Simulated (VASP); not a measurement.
Here is a VASP 6.6.1 calculation.

Contents of INCAR:

```
SYSTEM = W
PREC = Accurate
ENCUT = 520
EDIFF = 1E-7
ISMEAR = -1
SIGMA = 0.05
LREAL = .FALSE.
LASPH = .TRUE.
NELM = 80
ALGO = Normal
ISIF = 2
LWAVE = .FALSE.
LCHARG = .FALSE.
NBANDS = 13
```

File KPOINTS:

```
Automatic mesh
0
G
  11 11 11
  0 0 0
```

The input POSCAR:

```
W
1.0
    0.0000000000      2.0300000000      2.0300000000
    2.0300000000      0.0000000000      2.0300000000
    2.0300000000      2.0300000000      0.0000000000
W
1
Direct
    0.0000000000      0.0000000000      0.0000000000
```

Potentials or basis: VASP PAW LDA potentials, release 64 (W_sv).

Run with:

```sh
$ cat potpaw_LDA.64/W_sv/POTCAR > POTCAR
$ mpirun -np 1 vasp_std > vasp.out
```

Task: Estimate the band gap on the k mesh.

Result: Zero (band 7 reaches 12.78 eV, above the bottom of band 8 at 9.52 eV).

Task: Predict the pressure.

Result: -16.2 GPa.

Caveat: spin-orbit coupling is left out, which moves the levels of the heavy elements.
